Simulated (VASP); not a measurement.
# CaF (P6_3mc) in VASP: a series of runs

CaF is run at these levels: PBE; tasks: single point.

Everything below comes from runs of VASP 6.6.1. Logs are shortened: lines on timing, memory, paths and dates and some standing lists are left out, and cuts for length are marked.

## Step 1: The cell of the first run

The structure is hexagonal, space group P6_3mc (No. 186). The conventional cell has a = 3.990 Å, b = 3.990 Å, c = 6.365 Å, α = 90.00°, β = 90.00°, γ = 120.00°. Within 3.2 Å of Ca (site symmetry 3m) lie 4 F at 2.42 to 2.44 Å. Within 3.2 Å of F (site symmetry 3m) lie 4 Ca at 2.42 to 2.44 Å.

## Step 2: Single point, PBE

Input file INCAR:

```
SYSTEM = CaF
PREC = Accurate
ENCUT = 520
EDIFF = 1E-7
ISMEAR = 0
SIGMA = 0.1
LREAL = .False.
LASPH = .True.
NELM = 80
ALGO = Normal
ISIF = 2
LWAVE = .False.
LCHARG = .False.
GGA = PE
NBANDS = 44
```

Input file KPOINTS:

```
regular mesh
0
Gamma
  6 6 2
  0 0 0
```

Input file POSCAR:

```
CaF
1.0
    3.9895024600     -0.0000000001      0.0000000000
   -1.9947512300      3.4550104789      0.0000000000
    0.0000000000      0.0000000000     12.7306574416
Ca F
4 4
Direct
    0.3333333333      0.6666666667      0.4997976481
    0.3333333333      0.6666666667      0.9997976481
    0.6666666667      0.3333333333      0.2497976481
    0.6666666667      0.3333333333      0.7497976481
    0.3333333333      0.6666666667      0.1912523519
    0.3333333333      0.6666666667      0.6912523519
    0.6666666667      0.3333333333      0.4412523519
    0.6666666667      0.3333333333      0.9412523519
```

Potentials or basis: VASP PAW PBE potentials, release 64 (Ca_sv, F).

Started as:

```sh
cat potpaw_PBE.64/Ca_sv/POTCAR potpaw_PBE.64/F/POTCAR > POTCAR
mpirun -np 1 vasp_std > vasp.out
```

OUTCAR:

```text
SYSTEM = CaF
   PREC = Accurate
   ENCUT = 520
   EDIFF = 1E-7
   ISMEAR = 0
   LREAL = .False.
   LASPH = .True.
   NELM = 80
   ISIF = 2
   GGA = PE

 ion  position               nearest neighbor table
   1  0.333  0.667  0.500-   7 2.42   7 2.42   7 2.42   6 2.44
   2  0.333  0.667  1.000-   8 2.42   8 2.42   8 2.42   5 2.44
   3  0.667  0.333  0.250-   5 2.42   5 2.42   5 2.42   7 2.44
   4  0.667  0.333  0.750-   6 2.42   6 2.42   6 2.42   8 2.44
   5  0.333  0.667  0.191-   3 2.42   3 2.42   3 2.42   2 2.44
   6  0.333  0.667  0.691-   4 2.42   4 2.42   4 2.42   1 2.44
   7  0.667  0.333  0.441-   1 2.42   1 2.42   1 2.42   3 2.44
   8  0.667  0.333  0.941-   2 2.42   2 2.42   2 2.42   4 2.44

  LATTYP: Found a hexagonal cell.
 ALAT       =     3.9895024600
 C/A-ratio  =     3.1910388750

  Lattice vectors:

 A1 = (   3.9895024600,  -0.0000000001,   0.0000000000)
 A2 = (  -1.9947512300,   3.4550104789,   0.0000000000)
 A3 = (   0.0000000000,   0.0000000000,  12.7306574416)

Analysis of symmetry for initial positions (statically):
=====================================================================
 Subroutine PRICEL returns following result:

  LATTYP: Found a hexagonal cell.
 ALAT       =     3.9895024600
 C/A-ratio  =     1.5955194375

  Lattice vectors:

 A1 = (   3.9895024600,  -0.0000000001,   0.0000000000)
 A2 = (  -1.9947512300,   3.4550104789,   0.0000000000)
 A3 = (   0.0000000000,   0.0000000000,   6.3653287208)

   2 primitive cells build up your supercell.

 Routine SETGRP: Setting up the symmetry group for a
 hexagonal supercell.

 Subroutine GETGRP returns: Found 12 space group operations
 (whereof  6 operations were pure point group operations)
 out of a pool of 24 trial point group operations.

The static configuration has the point symmetry C_3v.
 The point group associated with its full space group is C_6v.

Analysis of symmetry for dynamics (positions and initial velocities):
=====================================================================
 Subroutine PRICEL returns following result:

  LATTYP: Found a hexagonal cell.
 ALAT       =     3.9895024600
 C/A-ratio  =     1.5955194375

  Lattice vectors:

 A1 = (   3.9895024600,  -0.0000000001,   0.0000000000)
 A2 = (  -1.9947512300,   3.4550104789,   0.0000000000)
 A3 = (   0.0000000000,   0.0000000000,   6.3653287208)

   2 primitive cells build up your supercell.

 Routine SETGRP: Setting up the symmetry group for a
 hexagonal supercell.

 Subroutine GETGRP returns: Found 12 space group operations
 (whereof  6 operations were pure point group operations)
 out of a pool of 24 trial point group operations.

The dynamic configuration has the point symmetry C_3v.
 The point group associated with its full space group is C_6v.

 Subroutine INISYM returns: Found 12 space group operations
 (whereof  6 operations are pure point group operations),
 and found     2 'primitive' translations

----------------------------------------------------------------------------------------

                                     Primitive cell

  volume of cell :      87.7382

  direct lattice vectors                    reciprocal lattice vectors
     3.989502460 -0.000000000  0.000000000     0.250657823  0.144717361  0.000000000
    -1.994751230  3.455010479  0.000000000     0.000000000  0.289434723  0.000000000
     0.000000000  0.000000000  6.365328721     0.000000000  0.000000000  0.157101077

  length of vectors
     3.989502460  3.989502460  6.365328721     0.289434723  0.289434723  0.157101077

  position of ions in fractional coordinates (direct lattice)
     0.333333333  0.666666667  0.999595296
     0.666666667  0.333333333  0.499595296
     0.333333333  0.666666667  0.382504704
     0.666666667  0.333333333  0.882504704

  ion indices of the primitive-cell ions
   primitive index   ion index
                 1           1
                 2           3
                 3           6
                 4           7

----------------------------------------------------------------------------------------

 KPOINTS: regular mesh

Automatic generation of k-mesh.
 Grid dimensions read from file:
 generate k-points for:    6    6    2

 Generating k-lattice:

  Cartesian coordinates                     Fractional coordinates (reciprocal lattice)
     0.041776304  0.024119560  0.000000000     0.166666667  0.000000000  0.000000000
     0.000000000  0.048239120  0.000000000    -0.000000000  0.166666667  0.000000000
     0.000000000  0.000000000  0.039275269     0.000000000  0.000000000  0.500000000

  Length of vectors
     0.048239120  0.048239120  0.039275269

  Shift w.r.t. Gamma in fractional coordinates (k-lattice)
     0.000000000  0.000000000  0.000000000

 Subroutine IBZKPT returns following result:
 ===========================================

 Found     14 irreducible k-points:

 Following reciprocal coordinates:
            Coordinates               Weight
  0.000000  0.000000  0.000000      1.000000
  0.166667  0.000000  0.000000      6.000000
  0.333333  0.000000  0.000000      6.000000
  0.500000  0.000000  0.000000      3.000000
  0.166667  0.166667  0.000000      6.000000
  0.333333  0.166667  0.000000     12.000000
  0.333333  0.333333  0.000000      2.000000
  0.000000  0.000000  0.500000      1.000000
  0.166667  0.000000  0.500000      6.000000
  0.333333  0.000000  0.500000      6.000000
  0.500000  0.000000  0.500000      3.000000
  0.166667  0.166667  0.500000      6.000000
  0.333333  0.166667  0.500000     12.000000
  0.333333  0.333333  0.500000      2.000000
   k-points           NKPTS =     14   k-points in BZ     NKDIM =     14   number of bands    NBANDS=     44
   number of dos      NEDOS =    301   number of ions     NIONS =      8
   total plane-waves  NPLWV =  86400
   dimension x,y,z NGX =    30 NGY =   30 NGZ =   96
   dimension x,y,z NGXF=    60 NGYF=   60 NGZF=  192
   ions per type =               4   4
   NGX,Y,Z   is equivalent  to a cutoff of  12.50, 12.50, 12.54 a.u.
   NGXF,Y,Z  is equivalent  to a cutoff of  25.00, 25.00, 25.07 a.u.
 SYSTEM =  CaF
   PREC   = accura    normal or accurate (medium, high low for compatibility)
   ISTART =      0    job   : 0-new  1-cont  2-samecut
   ICHARG =      2    charge: 1-file 2-atom 10-const
   ISPIN  =      1    spin polarized calculation?
   LNONCOLLINEAR =      F non collinear calculations
   LSORBIT =      F    spin-orbit coupling
   LASPH  =      T    aspherical Exc in radial PAW
   ENCUT  =  520.0 eV  38.22 Ry    6.18 a.u.   7.42  7.42 23.67*2*pi/ulx,y,z
   NELM   =     80;   NELMIN=  2; NELMDL= -5     # of ELM steps
   EDIFF  = 0.1E-06   stopping-criterion for ELM
   LREAL  =      F    real-space projection
   EDIFFG = 0.1E-05   stopping-criterion for IOM
   NSW    =      0    number of steps for IOM
   IBRION =     -1    ionic relax: 0-MD 1-quasi-New 2-CG
   NFREE  =      0    steps in history (QN), initial steepest desc. (CG)
   ISIF   =      2    stress and relaxation
   ISYM   =      2    0-nonsym 1-usesym 2-fastsym
   POTIM  = 0.5000    time-step for ionic-motion
   TEBEG  =    0.0;   TEEND  =   0.0 temperature during run
   PSTRESS=    0.0 pullay stress
   NELECT =      68.0000    total number of electrons
   NUPDOWN=      -1.0000    fix difference up-down
   EMIN   =  10.00;   EMAX   =-10.00  energy-range for DOS
   EFERMI =   0.00;   METHOD = LEGACY
   ISMEAR =     0;   SIGMA  =   0.10  broadening in eV -4-tet -1-fermi 0-gaus
   EFERMI_NEDOS =   21; number of points for ismear=-14 and -15
   IALGO  =     38    algorithm
   IMIX   =      4    mixing-type and parameters
     AMIX     =   0.40;   BMIX     =  1.00
     AMIX_MAG =   1.60;   BMIX_MAG =  1.00
  volume/ion in A,a.u.               =      21.93       148.02
  Fermi-wavevector in a.u.,A,eV,Ry     =   1.193543  2.255470 19.382118  1.424545
  Thomas-Fermi vector in A             =   2.329555
   LORBIT       =      0    0 simple, 1 ext, 2 COOP (PROOUT), +10 PAW based schemes
   GGA     = PE    functional components
   LHFCALC =     F    Hartree Fock is set to
   AEXX    =    0.0000 exact exchange contribution
   IVDW    =     0    specifies the selected vdW correction
   LEPSILON=     F    determine dielectric tensor
   LRPA    =     F    only Hartree local field effects (RPA)
 non-spin polarized calculation
 Gauss-broadening in eV      SIGMA  =   0.10
  energy-cutoff  :      520.00
  volume of cell :      175.48
 maximum number of plane-waves:      4788
 NGX is ok and might be reduce to    30

 number of electron      68.0000017 magnetization

 Free energy of the ion-electron system (eV)
  ---------------------------------------------------
  ext. energy  EPLUGINS =         0.00000000
  ---------------------------------------------------
  free energy    TOTEN  =       -35.56272605 eV

  energy without entropy =      -35.53407946  energy(sigma->0) =      -35.54840276

 E-fermi :   3.6226     XC(G=0):  -8.5250

 val. band max:        3.5958992117   @ k =   0.3333   0.3333   0.5000
 cond. band min:       3.6528517178   @ k =   0.5000   0.0000   0.0000
 fundamental gap:      0.0569525061
 Fermi energy:         3.6225819932

 k-point     1 :       0.0000    0.0000    0.0000
  band No.  band energies     occupation
      1     -39.0389      2.00000
      2     -39.0300      2.00000
      3     -39.0300      2.00000
      4     -39.0212      2.00000
      5     -22.2703      2.00000
      6     -22.1694      2.00000
[... 36 lines left out ...]
     43       6.0990      0.00000
     44       6.2539      0.00000

 k-point     2 :       0.1667    0.0000    0.0000
  band No.  band energies     occupation
      1     -39.0353      2.00000
      2     -39.0275      2.00000
      3     -39.0275      2.00000
      4     -39.0197      2.00000
      5     -22.2947      2.00000
      6     -22.2105      2.00000
[... 556 lines left out ...]
 k-point    14 :       0.3333    0.3333    0.5000
  band No.  band energies     occupation
      1     -39.0186      2.00000
      2     -39.0186      2.00000
      3     -39.0186      2.00000
      4     -39.0186      2.00000
      5     -22.3408      2.00000
      6     -22.3408      2.00000
[... 36 lines left out ...]
     43       6.6046      0.00000
     44       6.6119      0.00000

------------------------ aborting loop because EDIFF is reached ----------------------------------------

  FORCE on cell =-STRESS in cart. coord.  units (eV):
  Direction    XX          YY          ZZ          XY          YZ          ZX
  --------------------------------------------------------------------------------------
  -------------------------------------------------------------------------------------
  Total        0.0765604      0.0765604      0.0999454     -0.0000000     -0.0000000     -0.0000000
  in kB        0.6990303      0.6990303      0.9125457     -0.0000000     -0.0000000     -0.0000000
  external PRESSURE =       0.7702021 kB  Pullay stress =       0.0000000 kB

 VOLUME and BASIS-vectors are now :
 -----------------------------------------------------------------------------
  energy-cutoff  :      520.00
  volume of cell :      175.48
      direct lattice vectors                 reciprocal lattice vectors
     3.989502460 -0.000000000  0.000000000     0.250657823  0.144717361  0.000000000
    -1.994751230  3.455010479  0.000000000     0.000000000  0.289434723  0.000000000
     0.000000000  0.000000000 12.730657442     0.000000000  0.000000000  0.078550539

 POSITION                                       TOTAL-FORCE (eV/Angst)
 -----------------------------------------------------------------------------------
     -0.00000      2.30334      6.36275         0.000000     -0.000000      0.015870
     -0.00000      2.30334     12.72808         0.000000      0.000000      0.015870
      1.99475      1.15167      3.18009        -0.000000      0.000000      0.015870
      1.99475      1.15167      9.54542        -0.000000      0.000000      0.015870
     -0.00000      2.30334      2.43477         0.000000     -0.000000     -0.015870
     -0.00000      2.30334      8.80010        -0.000000     -0.000000     -0.015870
      1.99475      1.15167      5.61743        -0.000000      0.000000     -0.015870
      1.99475      1.15167     11.98276        -0.000000     -0.000000     -0.015870
 -----------------------------------------------------------------------------------
    total drift:                               -0.000001      0.000000     -0.002265

  FREE ENERGIE OF THE ION-ELECTRON SYSTEM (eV)
  ---------------------------------------------------
  free  energy   TOTEN  =       -35.5627260514 eV

  energy  without entropy=      -35.5340794603  energy(sigma->0) =      -35.54840276
```

It took 3.5 min on 1 thread of Intel Xeon 8259CL, shared host; peak memory 0.31 GiB.

Results:

```yaml
Free_energy: -35.5627 eV
Pressure: 0.1 GPa
Largest_force: 0.016 eV/Å
Band_gap_on_the_k_mesh: zero (bands 34 and 35 overlap by 1.53 eV)
```

Forces on the atoms (eV/Å):
```
Ca   0.000  0.000  0.016
Ca   0.000  0.000  0.016
Ca   0.000  0.000  0.016
Ca   0.000  0.000  0.016
F    0.000  0.000 -0.016
F    0.000  0.000 -0.016
F    0.000  0.000 -0.016
F    0.000  0.000 -0.016
```

Levels at points of the mesh, in eV from the Fermi level:
| k point | band 31 | band 32 | band 33 | band 34 | band 35 | band 36 | band 37 | band 38 |
| --- | --- | --- | --- | --- | --- | --- | --- | --- |
| (0.00, 0.00, 0.00) | -7.31 | -7.31 | -2.55 | -1.28 | -1.28 | 0.42 | 1.96 | 1.98 |
| (0.50, 0.00, 0.00) | -7.25 | -7.21 | 0.03 | 0.17 | 0.25 | 0.25 | 0.94 | 1.04 |
| (0.00, 0.00, 0.50) | -7.32 | -7.32 | -2.19 | -2.19 | -0.20 | -0.20 | 2.12 | 2.12 |
| (0.50, 0.00, 0.50) | -7.22 | -7.22 | 0.10 | 0.10 | 0.26 | 0.26 | 1.07 | 1.07 |

## Step 3: Single point, PBE

This run uses another cell than the first one: it holds 4 atoms, not 8.

Input file INCAR:

```
PREC = Accurate
ENCUT = 520
EDIFF = 1E-6
ISMEAR = 0
SIGMA = 0.1
LREAL = False
LASPH = True
NELM = 100
ALGO = Normal
ISIF = 2
LWAVE = False
LCHARG = False
GGA = PE
NBANDS = 25
```

Input file KPOINTS:

```
regular mesh
0
Gamma
  12 12 8
```

Input file POSCAR:

```
CaF
1.0
    3.9895024600     -0.0000000001      0.0000000000
   -1.9947512300      3.4550104789      0.0000000000
    0.0000000000      0.0000000000      6.3653287208
Ca F
2 2
Direct
    0.3333333333      0.6666666667     -0.0004047039
    0.6666666667      0.3333333333      0.4995952961
    0.3333333333      0.6666666667      0.3825047039
    0.6666666667      0.3333333333      0.8825047039
```

Potentials or basis: VASP PAW PBE potentials, release 64 (Ca_sv, F).

Started as:

```sh
cat potpaw_PBE.64/Ca_sv/POTCAR potpaw_PBE.64/F/POTCAR > POTCAR
mpirun -np 1 vasp_std > vasp.out
```

Run time: 5.2 min. Hardware: 1 thread of Intel Xeon 8259CL, shared host; peak memory 0.32 GiB.

The run converged. Its results:

```
Free energy            : -17.7818 eV
Pressure               : 0.1 GPa
Band gap on the k mesh : zero (bands 17 and 18 overlap by 1.53 eV)
```

Levels at points of the mesh, in eV from the Fermi level:
```tsv
k point	band 14	band 15	band 16	band 17	band 18	band 19	band 20	band 21
(0.00, 0.00, 0.00)	-7.37	-7.33	-7.33	-2.56	0.40	1.95	1.96	1.96
(0.50, 0.00, 0.00)	-7.30	-7.30	-7.23	0.02	0.15	0.93	1.03	2.08
(0.00, 0.00, 0.50)	-7.37	-7.37	-7.37	-1.29	-1.29	2.45	2.45	2.45
(0.50, 0.00, 0.50)	-7.29	-7.26	-7.26	0.23	0.23	1.18	1.18	2.67
```
